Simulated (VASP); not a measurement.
BaH4: relaxation of shape and atoms at fixed volume with PBE

The system is BaH4.

```
Ba H
1.0
     3.90596   -2.35741   -0.00891
     3.90596    2.35741   -0.00891
    -2.44619    0.00000    3.84384
Ba H
1 4
Direct
  0.00000 0.00000 0.50000
  0.74223 0.74223 0.75908
  0.25777 0.25777 0.24092
  0.53705 0.53705 0.96772
  0.46295 0.46295 0.03228
```

| Quantity | Value |
| --- | --- |
| Program | VASP 6.6.1 |
| Task | relaxation of shape and atoms at fixed volume |
| Functional | PBE |
| Potentials or basis | VASP PAW PBE potentials, release 64 (Ba_sv, H) |
| Cutoff | 600 eV |
| k mesh | 6 × 6 × 6 |
| Occupations | gaussian, width 0.02 eV |
| Spin | no spin polarisation |
| Dipole correction | no |
| Further INCAR settings | ALGO = Normal; EDIFF = 1e-06; IBRION = 2; EDIFFG = -0.01; NSW = 50; ISIF = 4 |

* Energy gained by relaxing: 0.4 meV/atom
* Ionic steps: 5
* Pressure after relaxing: -1.9 GPa
* Largest force after relaxing: 0.009 eV/Å
* Band gap on the k mesh: 2.50 eV (least direct gap 3.03 eV)

Forces in eV/Å, atoms in the order of the input:
```
Ba   0.000  0.000  0.000
H    0.007  0.000 -0.005
H   -0.007  0.000  0.005
H   -0.001  0.000 -0.003
H    0.001  0.000  0.003
```

The path:
```
step  energy change (eV)  largest force (eV/Å)  pressure (GPa)  volume (Å³)
   1              0.0000                0.3116           -2.10        70.68
   2              0.0045                0.6273           -1.52        70.68
   3             -0.0017                0.0106           -1.90        70.68
   4             -0.0018                0.0102           -1.90        70.68
   5             -0.0019                0.0088           -1.90        70.68
```

Final structure:
```
Ba H
1.0
     3.90948   -2.35646   -0.01247
     3.90948    2.35646   -0.01247
    -2.45190    0.00000    3.84416
Ba H
1 4
Direct
  0.00000 0.00000 0.50000
  0.74233 0.74233 0.75879
  0.25767 0.25767 0.24121
  0.53639 0.53639 0.96809
  0.46361 0.46361 0.03191
```

Levels at points of the mesh, in eV from the valence-band top:
| k point | band 4 | band 5 | band 6 | band 7 | band 8 | band 9 | band 10 | band 11 |
| --- | --- | --- | --- | --- | --- | --- | --- | --- |
| (0.00, 0.00, 0.00) | -12.08 | -7.45 | -1.74 | 0.00 | 3.09 | 3.11 | 3.46 | 4.84 |
| (0.50, 0.00, 0.00) | -12.13 | -6.78 | -2.37 | -0.53 | 2.53 | 2.87 | 5.61 | 5.66 |
| (0.50, 0.50, 0.00) | -12.20 | -7.07 | -1.78 | -1.20 | 3.96 | 4.93 | 5.65 | 5.86 |
| (0.00, 0.00, 0.50) | -12.13 | -6.78 | -2.35 | -0.53 | 2.50 | 2.90 | 5.61 | 5.62 |
| (0.50, 0.00, 0.50) | -12.20 | -7.08 | -1.80 | -1.17 | 3.96 | 4.85 | 5.62 | 5.86 |
| (0.50, 0.50, 0.50) | -12.15 | -6.75 | -2.70 | -0.54 | 2.75 | 2.78 | 5.63 | 5.97 |

It took 3.3 min on 1 thread of Intel Xeon 8259CL, on a shared host, peak memory 0.26 GiB.

Caveat: spin-orbit coupling is left out, which moves the levels of the heavy elements. A k mesh can miss the band edges.
